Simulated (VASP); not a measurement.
Set up this calculation in VASP 6.6.1, as the native input.

| Quantity | Value |
| --- | --- |
| Task | relaxation of cell and atoms |
| Functional | PBEsol |
| Potentials or basis | VASP PAW PBE potentials, release 64 (Hf_pv, O) |
| Cutoff | 600 eV |
| k mesh | 4 × 4 × 4 |
| Occupations | gaussian, width 0.01 eV |
| Spin | no spin polarisation |
| Target pressure | -2 GPa |
| Dipole correction | no |
| Further INCAR settings | ALGO = Normal; EDIFF = 1e-06; IBRION = 2; EDIFFG = -0.1; NSW = 80; ISIF = 3 |

The structure of HfO2 lies in POSCAR:

```
HfO2
1.0
    3.6168510000      0.0000000000      0.0000000000
    1.8084255000      3.1322848477      0.0000000000
    1.8084255000      1.0440949492      2.9531464752
Hf O
1 2
Direct
    0.0000000000      0.0000000000      0.0000000000
    0.2500000000      0.2500000000      0.2500000000
    0.7500000000      0.7500000000      0.7500000000
```

The input as run:

INCAR

```
PREC = Accurate ; ENCUT = 600
EDIFF = 1E-6 ; ISMEAR = 0
SIGMA = 0.01 ; LREAL = F
LASPH = T ; NELM = 80
ALGO = Normal ; ISIF = 3
LWAVE = F ; LCHARG = F
GGA = PS ; IBRION = 2
NSW = 80 ; EDIFFG = -0.1
PSTRESS = -20.0
```

KPOINTS

```
regular mesh
0
Gamma
  4 4 4
```

Potentials or basis: VASP PAW PBE potentials, release 64 (Hf_pv, O).

Command:

```console
$ cat potpaw_PBE.64/Hf_pv/POTCAR potpaw_PBE.64/O/POTCAR > POTCAR
$ mpirun -np 1 vasp_std > vasp.out
```

Results of the run:

```
Relaxed volume                                         : 10.62 Å³/atom
Relaxed cell                                           : a = 3.558 Å, b = 3.558 Å, c = 3.558 Å, α = 60.00°, β = 60.00°, γ = 60.00°
Space group after relaxing (to 0.05 Å)                 : Fm-3m (No. 225)
Energy change on relaxing (the enthalpy is what falls) : -27.4 meV/atom
Ionic steps                                            : 3
Pressure after relaxing                                : -2.2 GPa
Band gap on the k mesh                                 : 3.73 eV, direct
```

Caveat: the k points lie up to 0.54 Å⁻¹ apart in the final cell; the cell is relaxed towards a set pressure, so the enthalpy falls and the energy may rise; the PAW data sets were made with another functional, which shifts forces and pressure a little; spin-orbit coupling is left out, which moves the levels of the heavy elements.

Wall time 33 s on 1 thread of Intel(R) Xeon(R) Platinum 8259CL CPU @ 2.50GHz (Skylake/Cascade Lake), with other jobs on the host, peak memory 0.17 GiB.
